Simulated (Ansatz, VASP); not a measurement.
## Two plane-wave programs on W

POSCAR

```
W
1.0
    0.0000000000      2.6305023253      2.6305023253
    2.6305023253      0.0000000000      2.6305023253
    2.6305023253      2.6305023253      0.0000000000
W
2
Direct
    0.5000000000      0.5000000000      0.5000000000
    0.7500000000      0.7500000000      0.7500000000
```

File INCAR.step1:

```
  ALGO = Normal
  EDIFF = 1E-4
  ENCUT = 600
  GGA = PE
  ISMEAR = 0
  LASPH = True
  LCHARG = False
  LREAL = False
  LWAVE = True
  NELM = 60
  PREC = Accurate
  SIGMA = 0.1
```

File INCAR.step2:

```
  ALGO = Normal
  EDIFF = 1E-6
  EDIFFG = -0.04
  ENCUT = 600
  IBRION = 2
  ISIF = 3
  ISMEAR = 0
  ISTART = 1
  LASPH = True
  LCHARG = False
  LMIXTAU = True
  LREAL = False
  LWAVE = False
  METAGGA = R2SCAN
  NELM = 60
  NSW = 90
  PREC = Accurate
  SIGMA = 0.1
```

File KPOINTS:

```
k-points
0
Gamma
  6 6 6
```

Input for Ansatz:

```yaml
crystal:
  lattice:
    - [0.0, 2.6305023253, 2.6305023253]
    - [2.6305023253, 0.0, 2.6305023253]
    - [2.6305023253, 2.6305023253, 0.0]
  atoms:
    - { symbol: W, position: [0.5, 0.5, 0.5] }
    - { symbol: W, position: [0.75, 0.75, 0.75] }
basis:
  ecutwfc: 500
kpoints:
  mp_grid: { grid: [6, 6, 6] }
hamiltonian:
  xc: r2scan
scf:
  occupations: { method: gaussian, width: 0.1 }
  lower_state_search: "off"
output:
  forces: true
  stress: true
  eigenvalues: true
relax:
  adjacent_minimum: "off"
  f_tol: 0.04
  max_steps: 70
  cell: { stress_tol: 0.4 }
```

Alike in both runs: task relaxation of cell and atoms; functional r2SCAN; k mesh 6 × 6 × 6; occupations gaussian, width 0.1 eV; no spin polarisation.

|  | VASP | Ansatz |
| --- | --- | --- |
| version | VASP 6.6.1 | Ansatz 0.2.0 |
| potentials or method | VASP PAW PBE potentials, release 64 (W_sv), cutoff 600 eV | scalar-relativistic, plane waves, PAW |
| valence electrons in the cell | 28 | 28 |

Ansatz gave:

| Quantity | Value |
| --- | --- |
| gap on the k mesh at the Fermi level, each at its own relaxed structure (eV) | none |
| relaxed volume (Å³/atom) | 24.25 |
| relaxed cell length with the largest relative difference (Å) | 4.093 |

What did VASP give for the same quantities?

gap on the k mesh at the Fermi level, each at its own relaxed structure (eV): none; relaxed volume (Å³/atom): 24.40; relaxed cell length with the largest relative difference (Å): 4.102.

VASP's potentials were made for PBE, not for r2SCAN. A gap of «none» marks a metal or a gap that the smearing closes.

Spin-orbit coupling is off throughout. Noted on VASP's run: the volume moved by over 15 % at a fixed basis, so the end points are rough.
